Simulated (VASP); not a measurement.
Write the native input for VASP 6.6.1 that does the following.

```yaml
Task: single point
Functional: PBE
Potentials_or_basis: VASP PAW PBE potentials, release 64 (Ag, Br)
Cutoff: 500 eV
k_mesh: 9 × 9 × 9
Occupations: fermi-dirac, width 0.03 eV
Spin: no spin polarisation
Dipole_correction: no
Further_INCAR_settings: ALGO = Normal; EDIFF = 1e-06; NBANDS = 16
```

The structure of AgBr lies in POSCAR:

```
AgBr
1.0
    0.0000000000      2.4862361682      2.4862361682
    2.4862361682      0.0000000000      2.4862361682
    2.4862361682      2.4862361682      0.0000000000
Ag Br
1 1
Direct
    0.0000000000      0.0000000000      0.0000000000
    0.5000000000      0.5000000000      0.5000000000
```

These files were run (other wordings do the same):

INCAR

```
SYSTEM = AgBr
PREC     = Accurate       ! precision mode
ENCUT    = 500            ! plane-wave cutoff, eV
EDIFF    = 1E-6           ! SCF threshold, eV
ISMEAR   = -1             ! smearing method
SIGMA    = 0.03           ! smearing width, eV
LREAL    = .False.        ! projectors in reciprocal space
LASPH    = .True.         ! aspherical terms in the spheres
NELM     = 120            ! most SCF steps
ALGO     = Normal         ! electronic algorithm
ISIF     = 2              ! what is computed and relaxed
LWAVE    = .False.        ! write WAVECAR
LCHARG   = .False.        ! write CHGCAR
GGA      = PE             ! functional
NBANDS   = 16             ! bands
GGA_COMPAT= .False.
```

KPOINTS

```
Automatic mesh
0
Gamma
  9 9 9
  0 0 0
```

Potentials or basis: VASP PAW PBE potentials, release 64 (Ag, Br).

The run is started by

```sh
$ cat potpaw_PBE.64/Ag/POTCAR potpaw_PBE.64/Br/POTCAR > POTCAR
$ mpirun -np 1 vasp_std > vasp.out
```

It gave:

```yaml
Pressure: 67.6 GPa
Band_gap_on_the_k_mesh: 0.64 eV (least direct gap 2.22 eV)
```

Caveat: the cell stands under pressure; an odd mesh through Γ misses points on the zone boundary, where band edges can lie.

It took 17 s on 1 thread of Intel Xeon 8259CL (shared host), peak memory 0.16 GiB.
